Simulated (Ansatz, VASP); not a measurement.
## Two plane-wave programs on BeSe

The input POSCAR:

```
BeSe
1.0
    0.0000000000      2.5810353788      2.5810353788
    2.5810353788      0.0000000000      2.5810353788
    2.5810353788      2.5810353788      0.0000000000
Be Se
1 1
Direct
    0.0000000000      0.0000000000      0.0000000000
    0.2500000000      0.2500000000      0.2500000000
```

Contents of INCAR.step1:

```
SYSTEM = BeSe
  PREC = Accurate
  ENCUT = 660
  ISMEAR = 0
  SIGMA = 0.01
  LREAL = .False.
  LASPH = .True.
  NELM = 120
  NBANDS = 11
  GGA = PE
  ALGO = Normal
  EDIFF = 1E-5
  LWAVE = .True.
  LCHARG = .False.
  GGA_COMPAT = .False.
```

File INCAR.step2:

```
SYSTEM = BeSe
  PREC = Accurate
  ENCUT = 660
  EDIFF = 1E-6
  ISMEAR = 0
  SIGMA = 0.01
  LREAL = .False.
  LASPH = .True.
  NELM = 120
  ALGO = Normal
  ISIF = 2
  LWAVE = .False.
  LCHARG = .False.
  METAGGA = R2SCAN
  LMIXTAU = .True.
  NBANDS = 11
  ISTART = 1
  GGA_COMPAT = .False.
```

The input KPOINTS:

```
Automatic mesh
0
Gamma
  8 8 8
  0 0 0
```

Input for Ansatz:

```yaml
crystal:
  lattice:
    - [0.0, 2.5810353788, 2.5810353788]
    - [2.5810353788, 0.0, 2.5810353788]
    - [2.5810353788, 2.5810353788, 0.0]
  atoms:
    - { symbol: Be, position: [0.0, 0.0, 0.0] }
    - { symbol: Se, position: [0.25, 0.25, 0.25] }
kpoints:
  mp_grid: { grid: [8, 8, 8] }
  band_path:
    path:
      - [0.0, 0.0, 0.0]
      - [-0.5, -0.5, 0.0]
      - [-0.375, -0.375, 0.25]
      - [-0.375, 0.0, 0.375]
      - [0.0, 0.0, 0.5]
      - [-0.5, -0.25, 0.25]
      - [0.0, 0.5, 0.5]
    npoints: 1
hamiltonian:
  xc: r2scan
scf:
  occupations: { method: fixed }
  n_extra_bands: 4
output:
  forces: true
  stress: true
  eigenvalues: true
```

Alike in both runs: task single point; functional r2SCAN; k mesh 8 × 8 × 8; no spin polarisation.

```csv
,VASP,Ansatz
version,VASP 6.6.1,Ansatz 0.2.0
potentials or method,"VASP PAW PBE potentials, release 64 (Be, Se)","plane waves, PAW"
plane-wave cutoff (eV),660,500
occupations,"gaussian, width 0.01 eV",fixed
valence electrons in the cell,8,18
```

|  | VASP | Ansatz | Ansatz less VASP |
| --- | --- | --- | --- |
| gap on the k mesh at the Fermi level (eV) | 3.12 | 3.12 | 0.000 |
| pressure (GPa) | 0.3 | 0.0 | -0.30 |

VASP's potentials were made for PBE, not for r2SCAN. VASP's potentials hold 8 valence electrons a cell and Ansatz's 18, so a difference there can come from the potentials and not from the codes.
